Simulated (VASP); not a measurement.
Input of a VASP 6.6.1 run:

The input INCAR:

```
SYSTEM = MnS
PREC = Accurate
ENCUT = 520
EDIFF = 1E-7
ISMEAR = -1
SIGMA = 0.02
LREAL = .FALSE.
LASPH = .TRUE.
NELM = 150
ALGO = Normal
ISIF = 2
LWAVE = .FALSE.
LCHARG = .FALSE.
ISPIN = 2
MAGMOM = 4.5 -4.5 0 0
LORBIT = 11
LMAXMIX = 4
GGA = PE
NBANDS = 31
ISYM = 0
```

Contents of KPOINTS:

```
regular mesh
0
G
  4 6 5
  0 0 0
```

File POSCAR:

```
MnS
1.0
   -2.7950000000     -5.5900000000     -2.7950000000
   -2.7950000000      0.0000000000     -2.7950000000
    2.7950000000      0.0000000000     -2.7950000000
Mn S
2 2
Direct
    0.0000000000      0.0000000000      0.0000000000
    0.5000000000      0.0000000000      0.5000000000
    0.7500000000      0.2500000000      0.5000000000
    0.2500000000      0.2500000000      0.0000000000
```

Potentials or basis: VASP PAW PBE potentials, release 64 (Mn_pv, S).

The run is started by

```bash
$ cat potpaw_PBE.64/Mn_pv/POTCAR potpaw_PBE.64/S/POTCAR > POTCAR
$ mpirun -np 1 vasp_std > vasp.out
```

Task: Predict the pressure.

Result: -2.8 GPa.

Task: Predict the net moment.

Result: 0.00 μB per cell.

Task: What does it give for the band gap on the k mesh?

Result: 1.33 eV.

Stress tensor (GPa, compression positive):
```
-2.64  0.00 -0.01
 0.00 -3.22  0.00
-0.01  0.00 -2.64
```

Caveat: an odd mesh through Γ misses points on the zone boundary, where band edges can lie.
